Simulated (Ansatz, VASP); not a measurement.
## SrCl2 in VASP and in Ansatz

```
Sr Cl
1.0
     0.00000    3.46211    3.46211
     3.46211    0.00000    3.46211
     3.46211    3.46211    0.00000
Sr Cl
1 2
Cartesian
  0.0000 0.0000 0.0000
  1.7311 1.7311 1.7311
  5.1932 5.1932 5.1932
```

Change from the starting cell: volume scaled by 0.98.

Alike in both runs: task single point; functional LDA; k mesh 8 × 8 × 8; occupations fermi-dirac, width 0.01 eV; no spin polarisation.

|  | VASP | Ansatz |
| --- | --- | --- |
| version | VASP 6.6.1 | Ansatz 0.2.0 |
| potentials or method | VASP PAW LDA potentials, release 64 (Sr_sv, Cl), cutoff 520 eV | all-electron LAPW, scalar-relativistic |

Ansatz gave:

| Item | Value |
| --- | --- |
| gap on the k mesh at the Fermi level (eV) | 4.97 |
| pressure (GPa) | -2.1 |

Question: Estimate VASP's values.

Answer: gap on the k mesh at the Fermi level (eV): 4.97; pressure (GPa): -2.0.

LDA's correlation is that of Perdew and Zunger in VASP and of Perdew and Wang (1992) in Ansatz. Ansatz ran all-electron here, and VASP with PAW potentials.
